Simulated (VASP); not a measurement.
# Mg (Fm-3m) in VASP: notebook

Mg is run at these levels: r2SCAN; tasks: single point.

Everything below comes from runs of VASP 6.6.1. Logs are shortened: lines on timing, memory, paths and dates and some standing lists are left out, and cuts for length are marked.

### Step 1. The cell of the first run

Symmetry: Fm-3m, No. 225, cubic system. The conventional cell has a = 4.458 Å, b = 4.458 Å, c = 4.458 Å, α = 90.00°, β = 90.00°, γ = 90.00°. Mg (site symmetry m-3m) has 12 Mg at 3.15 Å within 4.1 Å.

### Step 2. Single point, r2SCAN

Contents of POSCAR:

```
Mg
1.0
    0.0000000000      2.2291973985      2.2291973985
    2.2291973985      0.0000000000      2.2291973985
    2.2291973985      2.2291973985      0.0000000000
Mg
1
Direct
    0.0000000000      0.0000000000      0.0000000000
```

Contents of INCAR.step1:

```
SYSTEM = Mg
  ALGO = Normal
  EDIFF = 1E-4
  ENCUT = 520
  GGA = PE
  ISMEAR = -1
  LASPH = .TRUE.
  LCHARG = .FALSE.
  LREAL = .FALSE.
  LWAVE = .TRUE.
  NBANDS = 7
  NELM = 100
  PREC = Accurate
  SIGMA = 0.1
```

Contents of INCAR.step2:

```
SYSTEM = Mg
  ALGO = Normal
  EDIFF = 1E-7
  ENCUT = 520
  ISIF = 2
  ISMEAR = -1
  ISTART = 1
  LASPH = .TRUE.
  LCHARG = .FALSE.
  LMIXTAU = .TRUE.
  LREAL = .FALSE.
  LWAVE = .FALSE.
  METAGGA = R2SCAN
  NBANDS = 7
  NELM = 100
  PREC = Accurate
  SIGMA = 0.1
```

Contents of KPOINTS:

```
k-points
0
G
  11 11 11
  0 0 0
```

Potentials or basis: VASP PAW PBE potentials, release 64 (Mg).

The run is started by

```bash
$ cat potpaw_PBE.64/Mg/POTCAR > POTCAR
$ cp INCAR.step1 INCAR
$ mpirun -np 1 vasp_std > vasp.out
$ cp INCAR.step2 INCAR
$ mpirun -np 1 vasp_std > vasp.out
```

OUTCAR:

```text
SYSTEM = Mg
   EDIFF = 1E-7
   ENCUT = 520
   ISIF = 2
   ISMEAR = -1
   ISTART = 1
   LASPH = .TRUE.
   LREAL = .FALSE.
   METAGGA = R2SCAN
   NELM = 100
   PREC = Accurate

 ion  position               nearest neighbor table
   1  0.000  0.000  0.000-

  LATTYP: Found a face centered cubic cell.
 ALAT       =     4.4583947970

  Lattice vectors:

 A1 = (   0.0000000000,   2.2291973985,   2.2291973985)
 A2 = (   2.2291973985,   0.0000000000,   2.2291973985)
 A3 = (   2.2291973985,   2.2291973985,   0.0000000000)

Analysis of symmetry for initial positions (statically):
=====================================================================
 Subroutine PRICEL returns:
 Original cell was already a primitive cell.

 Routine SETGRP: Setting up the symmetry group for a
 face centered cubic supercell.

 Subroutine GETGRP returns: Found 48 space group operations
 (whereof 48 operations were pure point group operations)
 out of a pool of 48 trial point group operations.

The static configuration has the point symmetry O_h .

Analysis of symmetry for dynamics (positions and initial velocities):
=====================================================================
 Subroutine PRICEL returns:
 Original cell was already a primitive cell.

 Routine SETGRP: Setting up the symmetry group for a
 face centered cubic supercell.

 Subroutine GETGRP returns: Found 48 space group operations
 (whereof 48 operations were pure point group operations)
 out of a pool of 48 trial point group operations.

The dynamic configuration has the point symmetry O_h .

 Subroutine INISYM returns: Found 48 space group operations
 (whereof 48 operations are pure point group operations),
 and found     1 'primitive' translations

----------------------------------------------------------------------------------------

                                     Primitive cell

  volume of cell :      22.1552

  direct lattice vectors                    reciprocal lattice vectors
     0.000000000  2.229197399  2.229197399    -0.224295973  0.224295973  0.224295973
     2.229197399  0.000000000  2.229197399     0.224295973 -0.224295973  0.224295973
     2.229197399  2.229197399  0.000000000     0.224295973  0.224295973 -0.224295973

  length of vectors
     3.152561194  3.152561194  3.152561194     0.388492022  0.388492022  0.388492022

[... 76 lines left out ...]
   ENCUT  =  520.0 eV  38.22 Ry    6.18 a.u.   5.86  5.86  5.86*2*pi/ulx,y,z
   NELM   =    100;   NELMIN=  2; NELMDL=  0     # of ELM steps
   EDIFF  = 0.1E-06   stopping-criterion for ELM
   LREAL  =      F    real-space projection
   EDIFFG = 0.1E-05   stopping-criterion for IOM
   NSW    =      0    number of steps for IOM
   IBRION =     -1    ionic relax: 0-MD 1-quasi-New 2-CG
   NFREE  =      0    steps in history (QN), initial steepest desc. (CG)
   ISIF   =      2    stress and relaxation
   ISYM   =      2    0-nonsym 1-usesym 2-fastsym
   POTIM  = 0.5000    time-step for ionic-motion
   TEBEG  =    0.0;   TEEND  =   0.0 temperature during run
   PSTRESS=    0.0 pullay stress
   NELECT =       2.0000    total number of electrons
   NUPDOWN=      -1.0000    fix difference up-down
   EMIN   =  10.00;   EMAX   =-10.00  energy-range for DOS
   EFERMI =   0.00;   METHOD = LEGACY
   ISMEAR =    -1;   SIGMA  =   0.10  broadening in eV -4-tet -1-fermi 0-gaus
   EFERMI_NEDOS =   21; number of points for ismear=-14 and -15
   IALGO  =     38    algorithm
   IMIX   =      4    mixing-type and parameters
     AMIX     =   0.40;   BMIX     =  1.00
     AMIX_MAG =   1.60;   BMIX_MAG =  1.00
  volume/ion in A,a.u.               =      22.16       149.51
  Fermi-wavevector in a.u.,A,eV,Ry     =   0.734389  1.387794  7.337997  0.539328
  Thomas-Fermi vector in A             =   1.827330
   LORBIT       =      0    0 simple, 1 ext, 2 COOP (PROOUT), +10 PAW based schemes
   METAGGA = R2SCAN    functional components
   LHFCALC =     F    Hartree Fock is set to
   AEXX    =    0.0000 exact exchange contribution
   IVDW    =     0    specifies the selected vdW correction
   LEPSILON=     F    determine dielectric tensor
   LRPA    =     F    only Hartree local field effects (RPA)
 non-spin polarized calculation
  energy-cutoff  :      520.00
  volume of cell :       22.16
 maximum number of plane-waves:       609
   NGX = 11   NGY = 11   NGZ = 11

 number of electron       2.0000000 magnetization

 Free energy of the ion-electron system (eV)
  ---------------------------------------------------
  ext. energy  EPLUGINS =         0.00000000
  ---------------------------------------------------
  free energy    TOTEN  =        -4.13504735 eV

  energy without entropy =       -4.11672001  energy(sigma->0) =       -4.12588368

 E-fermi :   2.8013     XC(G=0):  -9.1586

 val. band max:        2.6488513080   @ k =  -0.3636   0.4545   0.1818
 cond. band min:       2.8120477631   @ k =  -0.3636   0.3636   0.0909
 fundamental gap:      0.1631964551
 Fermi energy:         2.8012549570

 k-point     1 :       0.0000    0.0000    0.0000
  band No.  band energies     occupation
      1      -4.7181      2.00000
      2      16.2406      0.00000
      3      16.2406      0.00000
      4      16.2406      0.00000
      5      18.6911      0.00000
      6      18.6911      0.00000
      7      18.6911      0.00000
[... 221 lines left out ...]
 k-point    24 :      -0.1818    0.1818    0.0000
  band No.  band energies     occupation
      1      -2.6033      2.00000
      2       8.4600      0.00000
      3      10.0674      0.00000
      4      15.9971      0.00000
      5      17.6276      0.00000
      6      18.3187      0.00000
      7      20.2831      0.00000

 [... further k-points ...]

------------------------ aborting loop because EDIFF is reached ----------------------------------------

  FORCE on cell =-STRESS in cart. coord.  units (eV):
  Direction    XX          YY          ZZ          XY          YZ          ZX
  --------------------------------------------------------------------------------------
  -------------------------------------------------------------------------------------
  Total        0.1167525      0.1167525      0.1167525      0.0000000      0.0000000      0.0000000
  in kB        8.4430821      8.4430821      8.4430821      0.0000000      0.0000000      0.0000000
  external PRESSURE =       8.4430821 kB  Pullay stress =       0.0000000 kB

 VOLUME and BASIS-vectors are now :
 -----------------------------------------------------------------------------
  energy-cutoff  :      520.00
  volume of cell :       22.16
      direct lattice vectors                 reciprocal lattice vectors
     0.000000000  2.229197399  2.229197399    -0.224295973  0.224295973  0.224295973
     2.229197399  0.000000000  2.229197399     0.224295973 -0.224295973  0.224295973
     2.229197399  2.229197399  0.000000000     0.224295973  0.224295973 -0.224295973

 POSITION                                       TOTAL-FORCE (eV/Angst)
 -----------------------------------------------------------------------------------
      0.00000      0.00000      0.00000         0.000000      0.000000      0.000000
 -----------------------------------------------------------------------------------
    total drift:                               -0.000000      0.000000      0.000000

  FREE ENERGIE OF THE ION-ELECTRON SYSTEM (eV)
  ---------------------------------------------------
  free  energy   TOTEN  =        -4.1350473542 eV

  energy  without entropy=       -4.1167200110  energy(sigma->0) =       -4.12588368
```

OUTCAR.step1:

```text
SYSTEM = Mg
   EDIFF = 1E-4
   ENCUT = 520
   GGA = PE
   ISMEAR = -1
   LASPH = .TRUE.
   LREAL = .FALSE.
[... 455 lines left out ...]
 -----------------------------------------------------------------------------------
      0.00000      0.00000      0.00000         0.000000     -0.000000     -0.000000
 -----------------------------------------------------------------------------------
    total drift:                               -0.000000      0.000000     -0.000000

  FREE ENERGIE OF THE ION-ELECTRON SYSTEM (eV)
  ---------------------------------------------------
  free  energy   TOTEN  =        -1.4971917833 eV

  energy  without entropy=       -1.4782123839  energy(sigma->0) =       -1.48770208
```

It took 75 s on 1 thread of AMD EPYC 7R13, shared host; peak memory 0.11 GiB.

What came out:

```
Free energy            : -4.1350 eV
Pressure               : 0.8 GPa
Band gap on the k mesh : zero (band 1 reaches 3.77 eV, above the bottom of band 2 at 1.89 eV)
```

Caveat: the PAW data sets were made with another functional, which shifts forces and pressure a little.

### Step 3. Single point, r2SCAN

This run uses another cell than the first one, of 22.61 Å³/atom, 1.020 times its volume.

Contents of POSCAR:

```
Mg
1.0
    0.0000000000      2.2442600000      2.2442600000
    2.2442600000      0.0000000000      2.2442600000
    2.2442600000      2.2442600000      0.0000000000
Mg
1
Direct
    0.0000000000      0.0000000000      0.0000000000
```

Contents of INCAR.step1:

```
PREC = Accurate
ENCUT = 520
ISMEAR = -1
SIGMA = 0.1
LREAL = F
LASPH = T
NELM = 80
NBANDS = 7
GGA = PE
ALGO = Normal
EDIFF = 1E-4
LWAVE = T
LCHARG = F
```

Contents of INCAR.step2:

```
PREC = Accurate
ENCUT = 520
EDIFF = 1E-6
ISMEAR = -1
SIGMA = 0.1
LREAL = F
LASPH = T
NELM = 80
ALGO = Normal
ISIF = 2
LWAVE = F
LCHARG = F
METAGGA = R2SCAN
LMIXTAU = T
NBANDS = 7
ISTART = 1
```

Contents of KPOINTS:

```
regular mesh
0
Gamma
  11 11 11
```

Potentials or basis: VASP PAW PBE potentials, release 64 (Mg).

The run is started by

```bash
$ cat potpaw_PBE.64/Mg/POTCAR > POTCAR
$ cp INCAR.step1 INCAR
$ mpirun -np 1 vasp_std > vasp.out
$ cp INCAR.step2 INCAR
$ mpirun -np 1 vasp_std > vasp.out
```

Wall time 64 s (1 thread of AMD EPYC 7R13, shared host); peak memory 0.11 GiB.

The run converged. Its results:

```
Free energy            : -4.1363 eV
Pressure               : 0.0 GPa
Band gap on the k mesh : zero (band 1 reaches 3.67 eV, above the bottom of band 2 at 1.78 eV)
```

Levels at points of the mesh, in eV from the Fermi level:
```csv
k point,band 1,band 2,band 3,band 4,band 5
"(0.00, 0.00, 0.00)",-7.43,13.31,13.31,13.31,15.65
```

Caveat: the PAW data sets were made with another functional, which shifts forces and pressure a little.

### Step 4. Single point, r2SCAN

This run uses another cell than the first one, of 23.06 Å³/atom, 1.041 times its volume.

Contents of POSCAR:

```
Mg
1.0
    0.0000000000      2.2591230822      2.2591230822
    2.2591230822      0.0000000000      2.2591230822
    2.2591230822      2.2591230822      0.0000000000
Mg
1
Direct
    0.0000000000      0.0000000000      0.0000000000
```

Contents of INCAR.step1:

```
PREC = Accurate
ENCUT = 520
ISMEAR = -1
SIGMA = 0.1
LREAL = False
LASPH = True
NELM = 80
NBANDS = 7
GGA = PE
ALGO = Normal
EDIFF = 1E-4
LWAVE = True
LCHARG = False
```

Contents of INCAR.step2:

```
PREC = Accurate
ENCUT = 520
EDIFF = 1E-6
ISMEAR = -1
SIGMA = 0.1
LREAL = False
LASPH = True
NELM = 80
ALGO = Normal
ISIF = 2
LWAVE = False
LCHARG = False
METAGGA = R2SCAN
LMIXTAU = True
NBANDS = 7
ISTART = 1
```

KPOINTS is that of step 3.

The run is started by

```bash
$ cat potpaw_PBE.64/Mg/POTCAR > POTCAR
$ cp INCAR.step1 INCAR
$ mpirun -np 1 vasp_std > vasp.out
$ cp INCAR.step2 INCAR
$ mpirun -np 1 vasp_std > vasp.out
```

It took 65 s on 1 thread of AMD EPYC 7R13, shared host; peak memory 0.11 GiB.

The run converged. Its results:

| Quantity | Value |
| --- | --- |
| Free energy | -4.1353 eV |
| Pressure | -0.7 GPa |
| Band gap on the k mesh | zero (band 1 reaches 3.56 eV, above the bottom of band 2 at 1.68 eV) |

Levels at points of the mesh, in eV from the Fermi level:
```tsv
k point	band 1	band 2	band 3	band 4
(0.00, 0.00, 0.00)	-7.34	13.18	13.18	13.18
```

Caveat: the PAW data sets were made with another functional, which shifts forces and pressure a little.

### Step 5. Overview

| cell | gap on the mesh (eV) | pressure (GPa) |
| --- | --- | --- |
| a = 3.153 Å, angles 60.0°, 1 atom | none | 0.8 |
| a = 3.174 Å, angles 60.0°, 1 atom | none | 0.0 |
| a = 3.195 Å, angles 60.0°, 1 atom | none | -0.7 |

Alike in all rows: task single point; level r2SCAN; potentials or basis VASP PAW PBE potentials, release 64 (Mg); no spin polarisation; k mesh 11 × 11 × 11; cutoff (eV) 520; smearing fermi-dirac 0.1 eV.

Caveats: the PAW data sets were made with another functional, which shifts forces and pressure a little.

Total energies depend on the potentials used, so only differences within one code and one set of settings carry meaning.
